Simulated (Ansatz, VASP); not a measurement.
## One calculation of SiC5, two programs

```
Si C
1.0
     3.12841    0.00000    0.00000
    -1.56420    2.70928    0.00000
     0.00000    0.00000    8.02762
Si C
1 5
Direct
  0.00000 0.00000 0.00000
  0.33333 0.66667 0.34000
  0.33333 0.66667 0.57500
  0.00000 0.00000 0.26500
  0.66667 0.33333 0.65500
  0.66667 0.33333 0.89500
```

Alike in both runs: task relaxation of cell and atoms; functional PBE; k mesh 6 × 6 × 2; occupations gaussian, width 0.2 eV; no spin polarisation.

```csv
,VASP,Ansatz
version,VASP 6.6.1,Ansatz 0.2.0
potentials or method,"VASP PAW PBE potentials, release 64 (Si, C), cutoff 600 eV","scalar-relativistic, plane waves, PAW"
valence electrons in the cell,24,24
```

Ansatz gave:

```
gap on the k mesh at the Fermi level, each at its own relaxed structure (eV) : 1.25
relaxed volume (Å³/atom)                                                     : 7.31
relaxed cell length with the largest relative difference (Å)                 : 6.779
```

**Question.** Which values does VASP return?

**Answer.** gap on the k mesh at the Fermi level, each at its own relaxed structure (eV): 1.26; relaxed volume (Å³/atom): 7.31; relaxed cell length with the largest relative difference (Å): 6.776.

Noted on VASP's run: the volume moved by over 15 % at a fixed basis, so the end points are rough.
